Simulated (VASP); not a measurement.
**Si: single point with LDA**

Crystal: Si.

```
CELL_PARAMETERS angstrom
0.00000 2.70037 2.70037
2.70037 0.00000 2.70037
2.70037 2.70037 0.00000
ATOMIC_POSITIONS crystal
Si 0.50000 0.50000 0.50000
Si 0.75000 0.75000 0.75000
```

```yaml
Program: VASP 6.6.1
Task: single point
Functional: LDA
Potentials_or_basis: VASP PAW LDA potentials, release 64 (Si)
Cutoff: 520 eV
k_mesh: 8 × 8 × 8
Occupations: fermi-dirac, width 0.05 eV
Spin: no spin polarisation
Dipole_correction: no
Further_INCAR_settings: ALGO = Normal; EDIFF = 1e-07; NBANDS = 11
```

| Item | Value |
| --- | --- |
| Pressure | 0.1 GPa |
| Band gap on the k mesh | 0.49 eV, indirect (least direct gap 2.53 eV) |

Levels at points of the mesh, in eV from the valence-band top:
```csv
k point,band 1,band 2,band 3,band 4,band 5,band 6,band 7,band 8
"(0.00, 0.00, 0.00)",-12.07,0.00,0.00,0.00,2.53,2.53,2.53,3.40
"(0.50, 0.00, 0.00)",-9.69,-7.07,-1.21,-1.21,1.49,3.28,3.28,7.54
"(0.50, 0.50, 0.00)",-7.87,-7.87,-2.90,-2.90,0.57,0.57,10.12,10.12
```

Wall time 9.8 s on 1 thread of AMD EPYC 9R45 (Zen 5), with other jobs on the host, peak memory 0.1 GiB.

A k mesh can miss the band edges. As with any semilocal functional, this LDA gap is likely too small.
